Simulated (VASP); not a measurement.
# Y (Fd-3m) in VASP: a series of runs

Runs on Y. Level: PBE. Tasks: relaxation of cell and atoms.

All numbers are computed with VASP 6.6.1; they aren't measurements. Logs are shortened: lines on timing, memory, paths and dates and some standing lists are left out, and cuts for length are marked.

## Step 1: The cell of the first run

It takes space group Fd-3m (No. 227, cubic). The conventional cell has a = 7.000 Å, b = 7.000 Å, c = 7.000 Å, α = 90.00°, β = 90.00°, γ = 90.00°. Within 4.0 Å of Y (site symmetry -43m) lie 4 Y at 3.03 Å.

This isn't the form of Y at room conditions, which is hcp.

## Step 2: Relaxation of cell and atoms, PBE

Contents of INCAR:

```
SYSTEM = Y
  ALGO = Normal
  EDIFF = 1E-7
  EDIFFG = -0.01
  ENCUT = 500
  GGA = PE
  GGA_COMPAT = .FALSE.
  IBRION = 2
  ISIF = 3
  ISMEAR = -1
  LASPH = .TRUE.
  LCHARG = .FALSE.
  LREAL = .FALSE.
  LWAVE = .FALSE.
  NELM = 120
  NELMIN = 4
  NSW = 80
  PREC = Accurate
  SIGMA = 0.05
```

Contents of KPOINTS:

```
k-points
0
G
  6 6 6
  0 0 0
```

Contents of POSCAR:

```
Y
1.0
    0.0000000000      3.5000000000      3.5000000000
    3.5000000000      0.0000000000      3.5000000000
    3.5000000000      3.5000000000      0.0000000000
Y
2
Direct
    1.0000000000      1.0000000000      1.0000000000
    0.2500000000      0.2500000000      0.2500000000
```

Potentials or basis: VASP PAW PBE potentials, release 64 (Y_sv).

Started as:

```sh
$ cat potpaw_PBE.64/Y_sv/POTCAR > POTCAR
$ mpirun -np 1 vasp_std > vasp.out
```

OUTCAR:

```text
SYSTEM = Y
   EDIFF = 1E-7
   EDIFFG = -0.01
   ENCUT = 500
   GGA = PE
   IBRION = 2
   ISIF = 3
   ISMEAR = -1
   LASPH = .TRUE.
   LREAL = .FALSE.
   NELM = 120
   NELMIN = 4
   NSW = 80
   PREC = Accurate

 ion  position               nearest neighbor table
   1  0.000  0.000  0.000-   2 3.03   2 3.03   2 3.03   2 3.03
   2  0.250  0.250  0.250-   1 3.03   1 3.03   1 3.03   1 3.03

  LATTYP: Found a face centered cubic cell.
 ALAT       =     7.0000000000

  Lattice vectors:

 A1 = (   0.0000000000,   3.5000000000,   3.5000000000)
 A2 = (   3.5000000000,   0.0000000000,   3.5000000000)
 A3 = (   3.5000000000,   3.5000000000,   0.0000000000)

Analysis of symmetry for initial positions (statically):
=====================================================================
 Subroutine PRICEL returns:
 Original cell was already a primitive cell.

 Routine SETGRP: Setting up the symmetry group for a
 face centered cubic supercell.

 Subroutine GETGRP returns: Found 48 space group operations
 (whereof 24 operations were pure point group operations)
 out of a pool of 48 trial point group operations.

The static configuration has the point symmetry T_d .
 The point group associated with its full space group is O_h .

Analysis of symmetry for dynamics (positions and initial velocities):
=====================================================================
 Subroutine PRICEL returns:
 Original cell was already a primitive cell.

 Routine SETGRP: Setting up the symmetry group for a
 face centered cubic supercell.

 Subroutine GETGRP returns: Found 48 space group operations
 (whereof 24 operations were pure point group operations)
 out of a pool of 48 trial point group operations.

The dynamic configuration has the point symmetry T_d .
 The point group associated with its full space group is O_h .

 Subroutine INISYM returns: Found 48 space group operations
 (whereof 24 operations are pure point group operations),
 and found     1 'primitive' translations

----------------------------------------------------------------------------------------

                                     Primitive cell

  volume of cell :      85.7500

  direct lattice vectors                    reciprocal lattice vectors
     0.000000000  3.500000000  3.500000000    -0.142857143  0.142857143  0.142857143
     3.500000000  0.000000000  3.500000000     0.142857143 -0.142857143  0.142857143
     3.500000000  3.500000000  0.000000000     0.142857143  0.142857143 -0.142857143

  length of vectors
     4.949747468  4.949747468  4.949747468     0.247435830  0.247435830  0.247435830

  position of ions in fractional coordinates (direct lattice)
     0.000000000  0.000000000  0.000000000
     0.250000000  0.250000000  0.250000000

  ion indices of the primitive-cell ions
   primitive index   ion index
                 1           1
                 2           2

----------------------------------------------------------------------------------------

 KPOINTS: k-points

Automatic generation of k-mesh.
 Grid dimensions read from file:
 generate k-points for:    6    6    6

 Generating k-lattice:

  Cartesian coordinates                     Fractional coordinates (reciprocal lattice)
    -0.023809524  0.023809524  0.023809524     0.166666667  0.000000000  0.000000000
     0.023809524 -0.023809524  0.023809524     0.000000000  0.166666667  0.000000000
     0.023809524  0.023809524 -0.023809524     0.000000000  0.000000000  0.166666667

  Length of vectors
     0.041239305  0.041239305  0.041239305

  Shift w.r.t. Gamma in fractional coordinates (k-lattice)
     0.000000000  0.000000000  0.000000000

 Subroutine IBZKPT returns following result:
 ===========================================

 Found     16 irreducible k-points:

 Following reciprocal coordinates:
            Coordinates               Weight
  0.000000  0.000000  0.000000      1.000000
  0.166667  0.000000  0.000000      8.000000
  0.333333  0.000000  0.000000      8.000000
  0.500000  0.000000  0.000000      4.000000
  0.166667  0.166667  0.000000      6.000000
  0.333333  0.166667  0.000000     24.000000
[... 8 lines left out ...]
 -0.333333  0.333333  0.166667     24.000000
 -0.333333  0.500000  0.166667     12.000000
   k-points           NKPTS =     16   k-points in BZ     NKDIM =     16   number of bands    NBANDS=     15
   number of dos      NEDOS =    301   number of ions     NIONS =      2
   total plane-waves  NPLWV =  46656
   dimension x,y,z NGX =    36 NGY =   36 NGZ =   36
   dimension x,y,z NGXF=    72 NGYF=   72 NGZF=   72
   ions per type =               2
   NGX,Y,Z   is equivalent  to a cutoff of  12.09, 12.09, 12.09 a.u.
   NGXF,Y,Z  is equivalent  to a cutoff of  24.18, 24.18, 24.18 a.u.
 SYSTEM =  Y
   PREC   = accura    normal or accurate (medium, high low for compatibility)
   ISTART =      0    job   : 0-new  1-cont  2-samecut
   ICHARG =      2    charge: 1-file 2-atom 10-const
   ISPIN  =      1    spin polarized calculation?
   LNONCOLLINEAR =      F non collinear calculations
   LSORBIT =      F    spin-orbit coupling
   LASPH  =      T    aspherical Exc in radial PAW
   ENCUT  =  500.0 eV  36.75 Ry    6.06 a.u.   9.02  9.02  9.02*2*pi/ulx,y,z
   NELM   =    120;   NELMIN=  4; NELMDL= -5     # of ELM steps
   EDIFF  = 0.1E-06   stopping-criterion for ELM
   LREAL  =      F    real-space projection
   EDIFFG = -.1E-01   stopping-criterion for IOM
   NSW    =     80    number of steps for IOM
   IBRION =      2    ionic relax: 0-MD 1-quasi-New 2-CG
   NFREE  =      1    steps in history (QN), initial steepest desc. (CG)
   ISIF   =      3    stress and relaxation
   ISYM   =      2    0-nonsym 1-usesym 2-fastsym
   POTIM  = 0.5000    time-step for ionic-motion
   TEBEG  =    0.0;   TEEND  =   0.0 temperature during run
   PSTRESS=    0.0 pullay stress
   NELECT =      22.0000    total number of electrons
   NUPDOWN=      -1.0000    fix difference up-down
   EMIN   =  10.00;   EMAX   =-10.00  energy-range for DOS
   EFERMI =   0.00;   METHOD = LEGACY
   ISMEAR =    -1;   SIGMA  =   0.05  broadening in eV -4-tet -1-fermi 0-gaus
   EFERMI_NEDOS =   21; number of points for ismear=-14 and -15
   IALGO  =     38    algorithm
   IMIX   =      4    mixing-type and parameters
     AMIX     =   0.40;   BMIX     =  1.00
     AMIX_MAG =   1.60;   BMIX_MAG =  1.00
  volume/ion in A,a.u.               =      42.88       289.33
  Fermi-wavevector in a.u.,A,eV,Ry     =   1.040250  1.965787 14.723134  1.082120
  Thomas-Fermi vector in A             =   2.174817
   LORBIT       =      0    0 simple, 1 ext, 2 COOP (PROOUT), +10 PAW based schemes
   GGA     = PE    functional components
   LHFCALC =     F    Hartree Fock is set to
   AEXX    =    0.0000 exact exchange contribution
   IVDW    =     0    specifies the selected vdW correction
   LEPSILON=     F    determine dielectric tensor
   LRPA    =     F    only Hartree local field effects (RPA)
 conjugate gradient relaxation of ions
 non-spin polarized calculation
  energy-cutoff  :      500.00
  volume of cell :       85.75
 maximum number of plane-waves:      2200
   NGX = 17   NGY = 17   NGZ = 17

--------------------------------------- Ionic step        1  -------------------------------------------

 number of electron      21.9999999 magnetization

 Free energy of the ion-electron system (eV)
  ---------------------------------------------------
  ext. energy  EPLUGINS =         0.00000000
  ---------------------------------------------------
  free energy    TOTEN  =        -8.93660067 eV

  energy without entropy =       -8.91021314  energy(sigma->0) =       -8.92340690

------------------------ aborting loop because EDIFF is reached ----------------------------------------

  FORCE on cell =-STRESS in cart. coord.  units (eV):
  Direction    XX          YY          ZZ          XY          YZ          ZX
  --------------------------------------------------------------------------------------
  -------------------------------------------------------------------------------------
  Total        0.2394993      0.2394993      0.2394993      0.0000000     -0.0000000      0.0000000
  in kB        4.4748734      4.4748734      4.4748734      0.0000000     -0.0000000      0.0000000
  external PRESSURE =       4.4748734 kB  Pullay stress =       0.0000000 kB

 VOLUME and BASIS-vectors are now :
 -----------------------------------------------------------------------------
  energy-cutoff  :      500.00
  volume of cell :       85.75
      direct lattice vectors                 reciprocal lattice vectors
     0.000000000  3.500000000  3.500000000    -0.142857143  0.142857143  0.142857143
     3.500000000  0.000000000  3.500000000     0.142857143 -0.142857143  0.142857143
     3.500000000  3.500000000  0.000000000     0.142857143  0.142857143 -0.142857143
[... 73 lines left out ...]
 POSITION                                       TOTAL-FORCE (eV/Angst)
 -----------------------------------------------------------------------------------
      0.00000      0.00000      0.00000        -0.000000     -0.000000     -0.000000
      1.76692      1.76692      1.76692         0.000000      0.000000      0.000000
 -----------------------------------------------------------------------------------
    total drift:                                0.000000      0.000000      0.000000

  FREE ENERGIE OF THE ION-ELECTRON SYSTEM (eV)
  ---------------------------------------------------
  free  energy   TOTEN  =        -8.9406199098 eV

  energy  without entropy=       -8.9156593761  energy(sigma->0) =       -8.92813964

--------------------------------------- Ionic step        4  -------------------------------------------

 number of electron      22.0000000 magnetization

 Free energy of the ion-electron system (eV)
  ---------------------------------------------------
  ext. energy  EPLUGINS =         0.00000000
  ---------------------------------------------------
  free energy    TOTEN  =        -8.94064698 eV

  energy without entropy =       -8.91568855  energy(sigma->0) =       -8.92816776

 E-fermi :   1.2731     XC(G=0):  -8.1350

 val. band max:        1.2669763381   @ k =   0.3333   0.3333   0.0000
 cond. band min:       1.2781346677   @ k =   0.5000   0.0000   0.0000
 fundamental gap:      0.0111583296
 Fermi energy:         1.2730576950

 k-point     1 :       0.0000    0.0000    0.0000
  band No.  band energies     occupation
      1     -42.0258      2.00000
      2     -41.7633      2.00000
      3     -22.2093      2.00000
      4     -22.2093      2.00000
      5     -22.2093      2.00000
      6     -21.6337      2.00000
      7     -21.6337      2.00000
      8     -21.6337      2.00000
      9      -2.3278      2.00000
     10       1.2811      0.91970
     11       1.2811      0.91970
     12       1.7466      0.00015
     13       1.7466      0.00015
     14       1.7466      0.00015
     15       3.2743      0.00000
[... 290 lines left out ...]
 POSITION                                       TOTAL-FORCE (eV/Angst)
 -----------------------------------------------------------------------------------
      7.07363      3.53682      3.53682         0.000000      0.000000     -0.000000
      1.76841      1.76841      1.76841        -0.000000     -0.000000      0.000000
 -----------------------------------------------------------------------------------
    total drift:                                0.000000      0.000000      0.000000

  FREE ENERGIE OF THE ION-ELECTRON SYSTEM (eV)
  ---------------------------------------------------
  free  energy   TOTEN  =        -8.9406469790 eV

  energy  without entropy=       -8.9156885496  energy(sigma->0) =       -8.92816776

 reached required accuracy - stopping structural energy minimisation
```

Run time: 1.8 min. Hardware: 1 thread of AMD EPYC 7R43 (Zen 3), shared host; peak memory 0.18 GiB.

Results:

- Free energy: -8.9406 eV
- Relaxed volume: 44.24 Å³/atom
- Relaxed cell: a = 5.002 Å, b = 5.002 Å, c = 5.002 Å, α = 60.00°, β = 60.00°, γ = 60.00°
- Space group after relaxing (to 0.1 Å): Fd-3m (No. 227)
- Energy gained by relaxing: 2.0 meV/atom
- Ionic steps: 4
- Pressure after relaxing: 0.0 GPa
- Band gap on the k mesh: zero (bands 11 and 12 overlap by 0.48 eV)

The path:
```tsv
step	energy change (eV)	largest force (eV/Å)	pressure (GPa)	volume (Å³)
1	0.0000	0.0000	0.45	85.75
2	-0.0032	0.0000	0.22	87.24
3	-0.0040	0.0000	0.04	88.26
4	-0.0040	0.0000	0.00	88.48
```

Final structure:
```yaml
crystal:
  lattice:
    - [0.00000, 3.53682, 3.53682]
    - [3.53682, 0.00000, 3.53682]
    - [3.53682, 3.53682, 0.00000]
  atoms:
    - { symbol: Y, position: [0.00000, 0.00000, 0.00000] }
    - { symbol: Y, position: [0.25000, 0.25000, 0.25000] }
```

(Continued in part 2 of 2.)
